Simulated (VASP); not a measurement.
# BaB (P6_3/mmc) in VASP: notebook

The runs below take BaB through single point, relaxation of cell and atoms, with PBE.

All numbers are computed with VASP 6.6.1; they aren't measurements. Logs are shortened: lines on timing, memory, paths and dates and some standing lists are left out, and cuts for length are marked.

### 1 The cell of the first run

Symmetry: P6_3/mmc, No. 194, hexagonal system. Conventional cell: a = 5.171 Å, b = 5.171 Å, c = 8.998 Å, α = 90.00°, β = 90.00°, γ = 120.00°. Within 4.1 Å of Ba (site symmetry -6m2) lie 8 B at 3.09 to 3.72 Å and 6 Ba at 3.74 Å. Within 4.5 Å of Ba (site symmetry -3m) lie 12 B at 3.33 to 4.25 Å and 8 Ba at 3.74 to 4.50 Å. B (site symmetry 3m) has 1 B at 1.56 Å within 2.1 Å.

### 2 Single point, PBE

INCAR reads:

```
SYSTEM = BaB
PREC     = Accurate       ! precision mode
ENCUT    = 520            ! plane-wave cutoff, eV
EDIFF    = 1E-6           ! SCF threshold, eV
ISMEAR   = 0              ! smearing method
SIGMA    = 0.1            ! smearing width, eV
LREAL    = .False.        ! projectors in reciprocal space
LASPH    = .True.         ! aspherical terms in the spheres
NELM     = 60             ! most SCF steps
ALGO     = Normal         ! electronic algorithm
ISIF     = 2              ! what is computed and relaxed
LWAVE    = .False.        ! write WAVECAR
LCHARG   = .False.        ! write CHGCAR
GGA      = PE             ! functional
NBANDS   = 36             ! bands
```

KPOINTS reads:

```
Automatic mesh
0
Gamma
  6 6 2
  0 0 0
```

POSCAR reads:

```
BaB
1.0
    5.1705959296      0.0000000000      0.0000000000
   -2.5852979648      4.4778674278      0.0000000000
    0.0000000000      0.0000000000      8.9983444954
Ba B
4 4
Direct
    0.3333333333      0.6666666667      0.7500000000
    0.6666666667      0.3333333333      0.2500000000
    0.0000000000      0.0000000000      0.0000000000
    0.0000000000      0.0000000000      0.5000000000
    0.3333333333      0.6666666667      0.1633332903
    0.3333333333      0.6666666667      0.3366667097
    0.6666666667      0.3333333333      0.8366667097
    0.6666666667      0.3333333333      0.6633332903
```

Potentials or basis: VASP PAW PBE potentials, release 64 (Ba_sv, B).

On the command line:

```
$ cat potpaw_PBE.64/Ba_sv/POTCAR potpaw_PBE.64/B/POTCAR > POTCAR
$ mpirun -np 1 vasp_std > vasp.out
```

OUTCAR:

```text
SYSTEM = BaB
   PREC = Accurate
   ENCUT = 520
   EDIFF = 1E-6
   ISMEAR = 0
   LREAL = .False.
   LASPH = .True.
   NELM = 60
   ISIF = 2
   GGA = PE

 ion  position               nearest neighbor table
   1  0.333  0.667  0.750-   7 3.09   8 3.09   7 3.09   8 3.09   7 3.09   8 3.09   3 3.74   4 3.74
                             3 3.74   4 3.74   3 3.74   4 3.74
   2  0.667  0.333  0.250-   5 3.09   6 3.09   5 3.09   6 3.09   5 3.09   6 3.09   3 3.74   4 3.74
                             3 3.74   4 3.74   3 3.74   4 3.74
   3  0.000  0.000  0.000-   5 3.33   7 3.33   7 3.33   5 3.33   7 3.33   5 3.33   1 3.74   2 3.74
                             1 3.74   2 3.74   2 3.74   1 3.74   4 4.50   4 4.50
   4  0.000  0.000  0.500-   6 3.33   8 3.33   8 3.33   6 3.33   8 3.33   6 3.33   1 3.74   2 3.74
                             1 3.74   2 3.74   2 3.74   1 3.74   3 4.50   3 4.50
   5  0.333  0.667  0.163-   6 1.56   2 3.09   2 3.09   2 3.09   3 3.33   3 3.33   3 3.33
   6  0.333  0.667  0.337-   5 1.56   2 3.09   2 3.09   2 3.09   4 3.33   4 3.33   4 3.33
   7  0.667  0.333  0.837-   8 1.56   1 3.09   1 3.09   1 3.09   3 3.33   3 3.33   3 3.33
   8  0.667  0.333  0.663-   7 1.56   1 3.09   1 3.09   1 3.09   4 3.33   4 3.33   4 3.33

  LATTYP: Found a hexagonal cell.
 ALAT       =     5.1705959296
 C/A-ratio  =     1.7402915675

  Lattice vectors:

 A1 = (   5.1705959296,   0.0000000000,   0.0000000000)
 A2 = (  -2.5852979648,   4.4778674278,   0.0000000000)
 A3 = (   0.0000000000,   0.0000000000,   8.9983444954)

Analysis of symmetry for initial positions (statically):
=====================================================================
 Subroutine PRICEL returns:
 Original cell was already a primitive cell.

 Routine SETGRP: Setting up the symmetry group for a
 hexagonal supercell.

 Subroutine GETGRP returns: Found 24 space group operations
 (whereof 12 operations were pure point group operations)
 out of a pool of 24 trial point group operations.

The static configuration has the point symmetry D_3d.
 The point group associated with its full space group is D_6h.

Analysis of symmetry for dynamics (positions and initial velocities):
=====================================================================
 Subroutine PRICEL returns:
 Original cell was already a primitive cell.

 Routine SETGRP: Setting up the symmetry group for a
 hexagonal supercell.

 Subroutine GETGRP returns: Found 24 space group operations
 (whereof 12 operations were pure point group operations)
 out of a pool of 24 trial point group operations.

The dynamic configuration has the point symmetry D_3d.
 The point group associated with its full space group is D_6h.

 Subroutine INISYM returns: Found 24 space group operations
 (whereof 12 operations are pure point group operations),
 and found     1 'primitive' translations

----------------------------------------------------------------------------------------

                                     Primitive cell

  volume of cell :     208.3409

  direct lattice vectors                    reciprocal lattice vectors
     5.170595930  0.000000000  0.000000000     0.193401305  0.111660295  0.000000000
    -2.585297965  4.477867428  0.000000000     0.000000000  0.223320591  0.000000000
     0.000000000  0.000000000  8.998344495     0.000000000  0.000000000  0.111131553

  length of vectors
     5.170595930  5.170595930  8.998344495     0.223320591  0.223320591  0.111131553

  position of ions in fractional coordinates (direct lattice)
     0.333333333  0.666666667  0.750000000
     0.666666667  0.333333333  0.250000000
     0.000000000  0.000000000  0.000000000
     0.000000000  0.000000000  0.500000000
     0.333333333  0.666666667  0.163333290
     0.333333333  0.666666667  0.336666710
     0.666666667  0.333333333  0.836666710
     0.666666667  0.333333333  0.663333290

  ion indices of the primitive-cell ions
   primitive index   ion index
                 1           1
                 2           2
                 3           3
                 4           4
                 5           5
                 6           6
                 7           7
                 8           8

----------------------------------------------------------------------------------------

 KPOINTS: Automatic mesh

Automatic generation of k-mesh.
 Grid dimensions read from file:
 generate k-points for:    6    6    2

 Generating k-lattice:

  Cartesian coordinates                     Fractional coordinates (reciprocal lattice)
     0.032233551  0.018610049  0.000000000     0.166666667  0.000000000  0.000000000
     0.000000000  0.037220098  0.000000000     0.000000000  0.166666667  0.000000000
     0.000000000  0.000000000  0.055565777     0.000000000  0.000000000  0.500000000

  Length of vectors
     0.037220098  0.037220098  0.055565777

  Shift w.r.t. Gamma in fractional coordinates (k-lattice)
     0.000000000  0.000000000  0.000000000

 Subroutine IBZKPT returns following result:
 ===========================================

 Found     14 irreducible k-points:

 Following reciprocal coordinates:
            Coordinates               Weight
  0.000000  0.000000  0.000000      1.000000
  0.166667  0.000000  0.000000      6.000000
  0.333333  0.000000  0.000000      6.000000
  0.500000  0.000000  0.000000      3.000000
  0.166667  0.166667  0.000000      6.000000
  0.333333  0.166667  0.000000     12.000000
  0.333333  0.333333  0.000000      2.000000
  0.000000  0.000000  0.500000      1.000000
  0.166667  0.000000  0.500000      6.000000
  0.333333  0.000000  0.500000      6.000000
  0.500000  0.000000  0.500000      3.000000
  0.166667  0.166667  0.500000      6.000000
  0.333333  0.166667  0.500000     12.000000
  0.333333  0.333333  0.500000      2.000000
   k-points           NKPTS =     14   k-points in BZ     NKDIM =     14   number of bands    NBANDS=     36
   number of dos      NEDOS =    301   number of ions     NIONS =      8
   total plane-waves  NPLWV = 112000
   dimension x,y,z NGX =    40 NGY =   40 NGZ =   70
   dimension x,y,z NGXF=    80 NGYF=   80 NGZF=  140
   ions per type =               4   4
   NGX,Y,Z   is equivalent  to a cutoff of  12.86, 12.86, 12.93 a.u.
   NGXF,Y,Z  is equivalent  to a cutoff of  25.72, 25.72, 25.87 a.u.
 SYSTEM =  BaB
   PREC   = accura    normal or accurate (medium, high low for compatibility)
   ISTART =      0    job   : 0-new  1-cont  2-samecut
   ICHARG =      2    charge: 1-file 2-atom 10-const
   ISPIN  =      1    spin polarized calculation?
   LNONCOLLINEAR =      F non collinear calculations
   LSORBIT =      F    spin-orbit coupling
   LASPH  =      T    aspherical Exc in radial PAW
   ENCUT  =  520.0 eV  38.22 Ry    6.18 a.u.   9.61  9.61 16.73*2*pi/ulx,y,z
   NELM   =     60;   NELMIN=  2; NELMDL= -5     # of ELM steps
   EDIFF  = 0.1E-05   stopping-criterion for ELM
   LREAL  =      F    real-space projection
   EDIFFG = 0.1E-04   stopping-criterion for IOM
   NSW    =      0    number of steps for IOM
   IBRION =     -1    ionic relax: 0-MD 1-quasi-New 2-CG
   NFREE  =      0    steps in history (QN), initial steepest desc. (CG)
   ISIF   =      2    stress and relaxation
   ISYM   =      2    0-nonsym 1-usesym 2-fastsym
   POTIM  = 0.5000    time-step for ionic-motion
   TEBEG  =    0.0;   TEEND  =   0.0 temperature during run
   PSTRESS=    0.0 pullay stress
   NELECT =      52.0000    total number of electrons
   NUPDOWN=      -1.0000    fix difference up-down
   EMIN   =  10.00;   EMAX   =-10.00  energy-range for DOS
   EFERMI =   0.00;   METHOD = LEGACY
   ISMEAR =     0;   SIGMA  =   0.10  broadening in eV -4-tet -1-fermi 0-gaus
   EFERMI_NEDOS =   21; number of points for ismear=-14 and -15
   IALGO  =     38    algorithm
   IMIX   =      4    mixing-type and parameters
     AMIX     =   0.40;   BMIX     =  1.00
     AMIX_MAG =   1.60;   BMIX_MAG =  1.00
  volume/ion in A,a.u.               =      26.04       175.74
  Fermi-wavevector in a.u.,A,eV,Ry     =   1.030745  1.947825 14.455302  1.062435
  Thomas-Fermi vector in A             =   2.164858
   LORBIT       =      0    0 simple, 1 ext, 2 COOP (PROOUT), +10 PAW based schemes
   GGA     = PE    functional components
   LHFCALC =     F    Hartree Fock is set to
   AEXX    =    0.0000 exact exchange contribution
   IVDW    =     0    specifies the selected vdW correction
   LEPSILON=     F    determine dielectric tensor
   LRPA    =     F    only Hartree local field effects (RPA)
 non-spin polarized calculation
 Gauss-broadening in eV      SIGMA  =   0.10
  energy-cutoff  :      520.00
  volume of cell :      208.34
 maximum number of plane-waves:      5697
 NGX is ok and might be reduce to    40
   NGX = 19   NGY = 19   NGZ = 33

 number of electron      52.0000001 magnetization

 Free energy of the ion-electron system (eV)
  ---------------------------------------------------
  ext. energy  EPLUGINS =         0.00000000
  ---------------------------------------------------
  free energy    TOTEN  =       -31.40387796 eV

  energy without entropy =      -31.39626088  energy(sigma->0) =      -31.40006942

 E-fermi :   2.9582     XC(G=0):  -9.0939

 val. band max:        2.9483339670   @ k =   0.1667   0.0000   0.0000
 cond. band min:       2.9948241335   @ k =   0.0000   0.0000   0.0000
 fundamental gap:      0.0464901665
 Fermi energy:         2.9581696487

 k-point     1 :       0.0000    0.0000    0.0000
  band No.  band energies     occupation
      1     -25.5105      2.00000
      2     -25.4462      2.00000
      3     -25.0046      2.00000
      4     -24.9508      2.00000
      5     -11.0154      2.00000
      6     -11.0080      2.00000
[... 28 lines left out ...]
     35       5.7226      0.00000
     36       5.9617      0.00000

 k-point     2 :       0.1667    0.0000    0.0000
  band No.  band energies     occupation
      1     -25.4991      2.00000
      2     -25.4449      2.00000
      3     -25.0031      2.00000
      4     -24.9609      2.00000
      5     -11.1274      2.00000
      6     -10.9744      2.00000
[... 460 lines left out ...]
 k-point    14 :       0.3333    0.3333    0.5000
  band No.  band energies     occupation
      1     -25.4477      2.00000
      2     -25.4477      2.00000
      3     -24.9991      2.00000
      4     -24.9991      2.00000
      5     -11.1738      2.00000
      6     -11.1738      2.00000
[... 28 lines left out ...]
     35       6.2925      0.00000
     36       6.2925      0.00000

------------------------ aborting loop because EDIFF is reached ----------------------------------------

  FORCE on cell =-STRESS in cart. coord.  units (eV):
  Direction    XX          YY          ZZ          XY          YZ          ZX
  --------------------------------------------------------------------------------------
  -------------------------------------------------------------------------------------
  Total        1.3822219      1.3822219      0.6584238     -0.0000000     -0.0000000      0.0000000
  in kB       10.6295258     10.6295258      5.0633932     -0.0000000     -0.0000000      0.0000000
  external PRESSURE =       8.7741483 kB  Pullay stress =       0.0000000 kB

 VOLUME and BASIS-vectors are now :
 -----------------------------------------------------------------------------
  energy-cutoff  :      520.00
  volume of cell :      208.34
      direct lattice vectors                 reciprocal lattice vectors
     5.170595930  0.000000000  0.000000000     0.193401305  0.111660295  0.000000000
    -2.585297965  4.477867428  0.000000000     0.000000000  0.223320591  0.000000000
     0.000000000  0.000000000  8.998344495     0.000000000  0.000000000  0.111131553

 POSITION                                       TOTAL-FORCE (eV/Angst)
 -----------------------------------------------------------------------------------
     -0.00000      2.98524      6.74876        -0.000000      0.000000     -0.000000
      2.58530      1.49262      2.24959         0.000000     -0.000000     -0.000000
      0.00000      0.00000      0.00000        -0.000000     -0.000000     -0.000000
      0.00000      0.00000      4.49917        -0.000000     -0.000000     -0.000000
     -0.00000      2.98524      1.46973        -0.000000      0.000000     -0.001999
     -0.00000      2.98524      3.02944         0.000000      0.000000      0.001999
      2.58530      1.49262      7.52862        -0.000000      0.000000      0.001999
      2.58530      1.49262      5.96890         0.000000      0.000000     -0.001999
 -----------------------------------------------------------------------------------
    total drift:                                0.000000     -0.000000      0.000000

  FREE ENERGIE OF THE ION-ELECTRON SYSTEM (eV)
  ---------------------------------------------------
  free  energy   TOTEN  =       -31.4038779588 eV

  energy  without entropy=      -31.3962608827  energy(sigma->0) =      -31.40006942
```

It took 63 s on 1 thread of AMD EPYC 9R45 (Zen 5), shared host; peak memory 0.32 GiB.

What came out:

* Free energy: -31.4039 eV
* Pressure: 0.9 GPa
* Band gap on the k mesh: zero (bands 26 and 27 overlap by 0.23 eV)

Stress tensor (GPa, compression positive):
```
1.06 0.00 0.00
0.00 1.06 0.00
0.00 0.00 0.51
```

Caveat: spin-orbit coupling is left out, which moves the levels of the heavy elements.

### 3 Relaxation of cell and atoms, PBE

This run uses another cell than the first one, of 22.73 Å³/atom.

INCAR reads:

```
SYSTEM = BaB
ALGO = Normal
EDIFF = 1E-6
EDIFFG = -0.04
ENCUT = 600
GGA = PE
IBRION = 2
ISIF = 3
ISMEAR = 0
LASPH = .True.
LCHARG = .False.
LREAL = .False.
LWAVE = .False.
NELM = 100
NSW = 90
PREC = Accurate
SIGMA = 0.1
```

KPOINTS reads:

```
k-points
0
Gamma
  6 6 2
  0 0 0
```

POSCAR reads:

```
BaB
1.0
    4.4178091825      0.0000000000      0.0000000000
   -2.2089045912      3.8259349812      0.0000000000
    0.0000000000      0.0000000000     10.7562853969
Ba B
4 4
Direct
    0.3333333333      0.6666666667      0.7500000000
    0.6666666667      0.3333333333      0.2500000000
    0.0000000000      0.0000000000      0.0000000000
    0.0000000000      0.0000000000      0.5000000000
    0.3333333333      0.6666666667      0.1510000000
    0.3333333333      0.6666666667      0.3490000000
    0.6666666667      0.3333333333      0.8490000000
    0.6666666667      0.3333333333      0.6510000000
```

Potentials or basis: VASP PAW PBE potentials, release 64 (Ba_sv, B).

On the command line:

```
$ cat potpaw_PBE.64/Ba_sv/POTCAR potpaw_PBE.64/B/POTCAR > POTCAR
$ mpirun -np 1 vasp_std > vasp.out
```

Run time: 16 min. Hardware: 1 thread of AMD EPYC 9R45 (Zen 5), shared host; peak memory 0.36 GiB.

Results (log left out):

- Free energy: -31.4177 eV
- Relaxed volume: 26.68 Å³/atom
- Relaxed cell: a = 5.207 Å, b = 5.207 Å, c = 9.091 Å, α = 90.00°, β = 90.00°, γ = 120.00°
- Space group after relaxing (to 0.1 Å): P6_3/mmc (No. 194)
- Energy gained by relaxing: 686.2 meV/atom
- Ionic steps: 25
- Pressure after relaxing: 0.1 GPa
- Largest force after relaxing: 0.031 eV/Å
- Band gap on the k mesh: zero (bands 26 and 27 overlap by 0.23 eV)

Forces in eV/Å, atoms in the order of the input:
```
Ba   0.000  0.000  0.000
Ba   0.000  0.000  0.000
Ba   0.000  0.000  0.000
Ba   0.000  0.000  0.000
B    0.000  0.000  0.031
B    0.000  0.000 -0.031
B    0.000  0.000 -0.031
B    0.000  0.000  0.031
```

Stress tensor (GPa, compression positive):
```
 0.18  0.00  0.00
 0.00  0.18  0.00
 0.00  0.00 -0.08
```

Step by step:
| step | energy change (eV) | largest force (eV/Å) | pressure (GPa) | volume (Å³) |
| --- | --- | --- | --- | --- |
| 1 | 0.0000 | 2.3650 | 9.05 | 181.81 |
| 2 | -3.2795 | 3.3419 | 0.57 | 217.15 |
| 3 | -1.4414 | 9.4312 | -1.31 | 316.99 |
| 4 | -4.6933 | 2.7685 | -2.92 | 244.23 |
| 5 | -4.9203 | 1.6645 | -3.78 | 260.07 |
| 6 | -1.6296 | 15.4267 | 5.45 | 245.99 |
| 7 | -5.0194 | 1.2061 | -3.46 | 258.47 |
| 8 | -5.0887 | 0.6036 | -3.07 | 257.38 |
| 9 | -5.1168 | 0.2799 | -2.52 | 256.03 |
| 10 | -5.3373 | 0.1729 | -0.61 | 236.79 |
| 11 | -5.3464 | 0.1469 | -0.08 | 232.61 |
| 12 | -5.3464 | 0.1418 | -0.01 | 232.15 |
| 13 | -5.3560 | 0.0109 | -0.13 | 231.30 |
| 14 | -5.3741 | 0.4204 | -0.44 | 228.75 |
| 15 | -5.3768 | 1.0681 | -0.93 | 223.48 |
| 16 | -5.3822 | 0.6449 | -0.62 | 226.81 |
| 17 | -5.3836 | 0.6431 | -0.62 | 226.67 |
| 18 | -5.3878 | 0.6374 | -0.62 | 226.26 |
| 19 | -5.3962 | 0.6247 | -0.61 | 225.44 |
| 20 | -5.4131 | 0.5968 | -0.59 | 223.77 |
| 21 | -5.4450 | 0.5293 | -0.50 | 220.39 |
| 22 | -5.4846 | 0.3334 | -0.10 | 213.39 |
| 23 | -5.4855 | 0.3087 | -0.04 | 212.52 |
| 24 | -5.4888 | 0.1490 | 0.03 | 213.05 |
| 25 | -5.4896 | 0.0306 | 0.09 | 213.44 |

Final structure:
```
Ba B
1.0
     5.20666    0.00000    0.00000
    -2.60333    4.50910    0.00000
     0.00000    0.00000    9.09118
Ba B
4 4
Direct
  0.33333 0.66667 0.75000
  0.66667 0.33333 0.25000
  0.00000 0.00000 0.00000
  0.00000 0.00000 0.50000
  0.33333 0.66667 0.16408
  0.33333 0.66667 0.33592
  0.66667 0.33333 0.83592
  0.66667 0.33333 0.66408
```

Levels at points of the mesh, in eV from the Fermi level:
```csv
k point,band 24,band 25,band 26,band 27,band 28,band 29
"(0.00, 0.00, 0.00)",-1.37,-1.37,-0.22,-0.22,-0.01,0.56
"(0.50, 0.00, 0.00)",-1.03,-0.76,-0.63,0.58,0.87,1.11
"(0.00, 0.00, 0.50)",-1.89,-0.21,-0.21,0.60,0.60,0.60
"(0.50, 0.00, 0.50)",-0.91,-0.50,-0.50,0.82,0.82,1.05
```

Caveat: the volume moved by over 15 % at a fixed basis, so the end points are rough; spin-orbit coupling is left out, which moves the levels of the heavy elements.
